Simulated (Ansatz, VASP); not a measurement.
# Two plane-wave programs on SnAs

```
Sn As
1.0
     0.00000    2.83498    2.83498
     2.83498    0.00000    2.83498
     2.83498    2.83498    0.00000
Sn As
1 1
Direct
  0.00000 0.00000 0.00000
  0.50000 0.50000 0.50000
```

Alike in both runs: functional LDA; k mesh 12 × 12 × 12; occupations fermi-dirac, width 0.1 eV; no spin polarisation.

Ansatz relaxed the structure, and its values are those at the end. VASP's run is a single point on that final structure, the one shown.

|  | VASP | Ansatz |
| --- | --- | --- |
| version | VASP 6.6.1 | Ansatz 0.2.0 |
| potentials or method | VASP PAW LDA potentials, release 64 (Sn_d, As) | PAW with Ansatz's default frozen-core files, scalar-relativistic |
| plane-wave cutoff (eV) | 520 | 420 |
| valence electrons in the cell | 19 | 29 |

Ansatz gave:

```
pressure (GPa) : 0.0
```

Problem. Estimate VASP's values.

Solution. Pressure (GPa): 0.2.

LDA's correlation is that of Perdew and Zunger in VASP and of Perdew and Wang (1992) in Ansatz. VASP's potentials hold 19 valence electrons a cell and Ansatz's 29, so a difference there can come from the potentials and not from the codes.
